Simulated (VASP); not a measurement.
# W (Im-3m) in VASP: single point with PBEsol+D4

Aim: the single point of W with PBEsol+D4.

Everything below comes from runs of VASP 6.6.1. Logs are shortened: lines on timing, memory, paths and dates and some standing lists are left out, and cuts for length are marked.

## Step 1: The cell of the first run

Symmetry: Im-3m, No. 229, cubic system. Conventional cell: a = 3.150 Å, b = 3.150 Å, c = 3.150 Å, α = 90.00°, β = 90.00°, γ = 90.00°. Within 3.6 Å of W (site symmetry m-3m) lie 14 W at 2.73 to 3.15 Å.

## Step 2: Single point, PBEsol+D4

INCAR

```
ALGO = Normal
EDIFF = 1E-6
ENCUT = 500
GGA = PS
GGA_COMPAT = F
ISIF = 2
ISMEAR = 0
IVDW = 13
LASPH = T
LCHARG = T
LELF = T
LREAL = F
LVHAR = T
LWAVE = F
NBANDS = 13
NELM = 120
PREC = Accurate
SIGMA = 0.1
```

KPOINTS

```
k-points
0
Gamma
  8 8 8
```

POSCAR

```
W
1.0
   -1.5750000000      1.5750000000      1.5750000000
    1.5750000000     -1.5750000000      1.5750000000
    1.5750000000      1.5750000000     -1.5750000000
W
1
Direct
    0.0000000000      0.0000000000      0.0000000000
```

Potentials or basis: VASP PAW PBE potentials, release 64 (W_sv).

Run with:

```sh
$ cat potpaw_PBE.64/W_sv/POTCAR > POTCAR
$ mpirun -np 1 vasp_std > vasp.out
```

OUTCAR:

```text
EDIFF = 1E-6
   ENCUT = 500
   GGA = PS
   ISIF = 2
   ISMEAR = 0
   IVDW = 13
   LASPH = T
   LREAL = F
   NELM = 120
   PREC = Accurate

 ion  position               nearest neighbor table
   1  0.000  0.000  0.000-

  LATTYP: Found a body centered cubic cell.
 ALAT       =     3.1500000000

  Lattice vectors:

 A1 = (  -1.5750000000,   1.5750000000,   1.5750000000)
 A2 = (   1.5750000000,  -1.5750000000,   1.5750000000)
 A3 = (   1.5750000000,   1.5750000000,  -1.5750000000)

Analysis of symmetry for initial positions (statically):
=====================================================================
 Subroutine PRICEL returns:
 Original cell was already a primitive cell.

 Routine SETGRP: Setting up the symmetry group for a
 body centered cubic supercell.

 Subroutine GETGRP returns: Found 48 space group operations
 (whereof 48 operations were pure point group operations)
 out of a pool of 48 trial point group operations.

The static configuration has the point symmetry O_h .

Analysis of symmetry for dynamics (positions and initial velocities):
=====================================================================
 Subroutine PRICEL returns:
 Original cell was already a primitive cell.

 Routine SETGRP: Setting up the symmetry group for a
 body centered cubic supercell.

 Subroutine GETGRP returns: Found 48 space group operations
 (whereof 48 operations were pure point group operations)
 out of a pool of 48 trial point group operations.

The dynamic configuration has the point symmetry O_h .

 Subroutine INISYM returns: Found 48 space group operations
 (whereof 48 operations are pure point group operations),
 and found     1 'primitive' translations

----------------------------------------------------------------------------------------

                                     Primitive cell

  volume of cell :      15.6279

  direct lattice vectors                    reciprocal lattice vectors
    -1.575000000  1.575000000  1.575000000     0.000000000  0.317460317  0.317460317
     1.575000000 -1.575000000  1.575000000     0.317460317  0.000000000  0.317460317
     1.575000000  1.575000000 -1.575000000     0.317460317  0.317460317  0.000000000

  length of vectors
     2.727980022  2.727980022  2.727980022     0.448956686  0.448956686  0.448956686

  position of ions in fractional coordinates (direct lattice)
     0.000000000  0.000000000  0.000000000

  ion indices of the primitive-cell ions
   primitive index   ion index
                 1           1

----------------------------------------------------------------------------------------
[... 82 lines left out ...]
   NUPDOWN=      -1.0000    fix difference up-down
   EMIN   =  10.00;   EMAX   =-10.00  energy-range for DOS
   EFERMI =   0.00;   METHOD = LEGACY
   ISMEAR =     0;   SIGMA  =   0.10  broadening in eV -4-tet -1-fermi 0-gaus
   EFERMI_NEDOS =   21; number of points for ismear=-14 and -15
   IALGO  =     38    algorithm
   IMIX   =      4    mixing-type and parameters
     AMIX     =   0.40;   BMIX     =  1.00
     AMIX_MAG =   1.60;   BMIX_MAG =  1.00
  volume/ion in A,a.u.               =      15.63       105.46
  Fermi-wavevector in a.u.,A,eV,Ry     =   1.578157  2.982285 33.886404  2.490580
  Thomas-Fermi vector in A             =   2.678731
   LORBIT       =      0    0 simple, 1 ext, 2 COOP (PROOUT), +10 PAW based schemes
   GGA     = PS    functional components
   LHFCALC =     F    Hartree Fock is set to
   AEXX    =    0.0000 exact exchange contribution
   IVDW    =    13    specifies the selected vdW correction
   LEPSILON=     F    determine dielectric tensor
   LRPA    =     F    only Hartree local field effects (RPA)
 non-spin polarized calculation
 Gauss-broadening in eV      SIGMA  =   0.10
  energy-cutoff  :      500.00
  volume of cell :       15.63
 maximum number of plane-waves:       420
   NGX =  9   NGY =  9   NGZ =  9

 number of electron      14.0000005 magnetization

 Free energy of the ion-electron system (eV)
  ---------------------------------------------------
  ext. energy  EPLUGINS =         0.00000000
  ---------------------------------------------------
  free energy    TOTEN  =       -13.80377903 eV

  energy without entropy =      -13.80377728  energy(sigma->0) =      -13.80377816

 E-fermi :  11.2456     XC(G=0): -13.8419

 val. band max:       10.9630974724   @ k =   0.1250   0.0000   0.0000
 cond. band min:      11.5290019620   @ k =  -0.2500   0.2500   0.1250
 fundamental gap:      0.5659044896
 Fermi energy:        11.2455751582

 k-point     1 :       0.0000    0.0000    0.0000
  band No.  band energies     occupation
      1     -62.6464      2.00000
      2     -26.1825      2.00000
      3     -26.1825      2.00000
      4     -26.1825      2.00000
      5       1.7499      2.00000
      6      10.2247      2.00000
      7      10.2247      2.00000
      8      10.2247      2.00000
      9      13.7495      0.00000
     10      13.7495      0.00000
     11      26.0552      0.00000
     12      26.0552      0.00000
     13      26.0552      0.00000
[... 354 lines left out ...]
  band No.  band energies     occupation
      1     -62.4683      2.00000
      2     -27.1957      2.00000
      3     -26.8146      2.00000
      4     -26.6893      2.00000
      5       6.8610      2.00000
      6       7.5722      2.00000
      7      10.9440      1.99998
      8      11.7516      0.00000
      9      15.2896      0.00000
     10      15.9549      0.00000
     11      25.3882      0.00000
     12      27.9351      0.00000
     13      29.0334      0.00000

 [... further k-points ...]

------------------------ aborting loop because EDIFF is reached ----------------------------------------

  DFT-D4 for vdW energy calculation

  Edisp (eV):   -0.42609

  FORCE on cell =-STRESS in cart. coord.  units (eV):
  Direction    XX          YY          ZZ          XY          YZ          ZX
  --------------------------------------------------------------------------------------
  -------------------------------------------------------------------------------------
  Total      -0.14520    -0.14520    -0.14520     0.00000     0.00000    -0.00000
  in kB     -14.88566   -14.88566   -14.88566     0.00000     0.00000    -0.00000
  external pressure =      -14.89 kB  Pullay stress =        0.00 kB

 VOLUME and BASIS-vectors are now :
 -----------------------------------------------------------------------------
  energy-cutoff  :      500.00
  volume of cell :       15.63
      direct lattice vectors                 reciprocal lattice vectors
    -1.575000000  1.575000000  1.575000000     0.000000000  0.317460317  0.317460317
     1.575000000 -1.575000000  1.575000000     0.317460317  0.000000000  0.317460317
     1.575000000  1.575000000 -1.575000000     0.317460317  0.317460317  0.000000000

 POSITION                                       TOTAL-FORCE (eV/Angst)
 -----------------------------------------------------------------------------------
      0.00000      0.00000      0.00000        -0.000000      0.000000      0.000000
 -----------------------------------------------------------------------------------
    total drift:                                0.000000     -0.000000      0.000000

  FREE ENERGIE OF THE ION-ELECTRON SYSTEM (eV)
  ---------------------------------------------------
  free  energy   TOTEN  =       -14.2298654673 eV

  energy  without entropy=      -14.2298637129  energy(sigma->0) =      -14.22986459
```

stdout:

```text
POSCAR found type information on POSCAR W
 POSCAR found :  1 types and       1 ions
 scaLAPACK will be used
 -----------------------------------------------------------------------------
|                                                                             |
|                                                                             |
|     You enforced a specific xc type in the INCAR file but a different       |
|     I HOPE YOU KNOW WHAT YOU ARE DOING!                                     |
|                                                                             |
 -----------------------------------------------------------------------------

 LDA part: xc-table for (Slater+PW92), standard interpolation
 POSCAR, INCAR and KPOINTS ok, starting setup
 FFT: planning ... GRIDC
 FFT: planning ... GRID_SOFT
 FFT: planning ... GRID
 WAVECAR not read
 entering main loop
```

Run time: 7.6 s. Hardware: 1 thread of Intel Xeon 8259CL, shared host; peak memory 0.13 GiB.

What came out:

| Property | Result |
| --- | --- |
| Free energy | -14.2299 eV |
| Pressure | -1.5 GPa |
| Band gap on the k mesh | zero (band 7 reaches 16.77 eV, above the bottom of band 8 at 10.22 eV) |
| Dispersion energy per atom | -0.426 eV |

Caveat: the PAW data sets were made with another functional, which shifts forces and pressure a little; spin-orbit coupling is left out, which moves the levels of the heavy elements; pairwise dispersion overbinds metals, which lowers pressure and volume.
